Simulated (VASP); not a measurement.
## Sb3S: single point with PBE

Crystal: Sb3S.

```
Sb S
1.0
     4.61922    0.00000    0.00000
     0.00000    4.61922    0.00000
     0.00000    0.00000    4.61922
Sb S
3 1
Direct
  0.00000 0.50000 0.50000
  0.50000 0.00000 0.50000
  0.50000 0.50000 0.00000
  0.00000 0.00000 0.00000
```

```json
{"Program": "VASP 6.6.1", "Task": "single point", "Functional": "PBE", "Potentials or basis": "VASP PAW PBE potentials, release 64 (Sb, S)", "Cutoff": "520 eV", "k mesh": "10 × 10 × 10", "Occupations": "gaussian, width 0.1 eV", "Spin": "no spin polarisation"}
```

```
Pressure : -0.2 GPa
```

Levels at points of the mesh, in eV from the Fermi level:
| k point | band 7 | band 8 | band 9 | band 10 | band 11 | band 12 | band 13 | band 14 | band 15 | band 16 |
| --- | --- | --- | --- | --- | --- | --- | --- | --- | --- | --- |
| (0.00, 0.00, 0.00) | -5.09 | -0.96 | -0.96 | -0.96 | 0.96 | 0.96 | 0.96 | 3.50 | 4.88 | 4.88 |
| (0.50, 0.00, 0.00) | -3.15 | -3.15 | -2.37 | -1.12 | 0.30 | 0.62 | 1.00 | 1.00 | 2.61 | 2.61 |
| (0.50, 0.50, 0.00) | -2.85 | -2.72 | -2.42 | -1.40 | -1.11 | -1.11 | 1.89 | 1.89 | 3.91 | 4.20 |
| (0.50, 0.50, 0.50) | -5.87 | -5.87 | 0.97 | 0.97 | 0.97 | 4.18 | 4.18 | 4.63 | 4.63 | 4.63 |

It took 27 s on 1 thread of Intel(R) Xeon(R) 6975P-C (Granite Rapids), with other jobs on the host, peak memory 0.25 GiB.

Caveat: spin-orbit coupling is left out, which moves the levels of the heavy elements.
